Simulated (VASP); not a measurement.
The system is GdO.

```xyz
2
Lattice="0.0000 2.7530 2.7530 2.7530 0.0000 2.7530 2.7530 2.7530 0.0000" Properties=species:S:1:pos:R:3 pbc="T T T"
Gd    0.0000    0.0000    0.0000
O     4.1294    4.1294    4.1294
```

This cell differs from its parent crystal: volume scaled by 1.06.

Base run:

```yaml
Program: VASP 6.6.1
Functional: PBE
Potentials_or_basis: VASP PAW PBE potentials, release 64 (Gd, O)
Cutoff: 520 eV
k_mesh: 9 × 9 × 9
Occupations: fermi-dirac, width 0.05 eV
Spin: collinear spin, ferromagnetic start
Starting_moments: "[7.0, 0.0] μB"
```

Its results: pressure -5.3 GPa; net moment 7.55 μB per cell; site moments Gd +6.86; O -0.02 μB.

Task: The run is repeated on the same cell with these changes: functional from PBE to LDA. What comes out?

Result: Pressure -11.3 GPa; net moment 6.89 μB per cell; site moments Gd +6.65; O -0.05 μB.

LDA binds more tightly than PBE, so the same cell stands under less pressure.

Caveats: a cell with one magnetic atom can't hold antiferromagnetic order, which such compounds often take; the PAW data sets were made with another functional, which shifts forces and pressure a little (some runs).
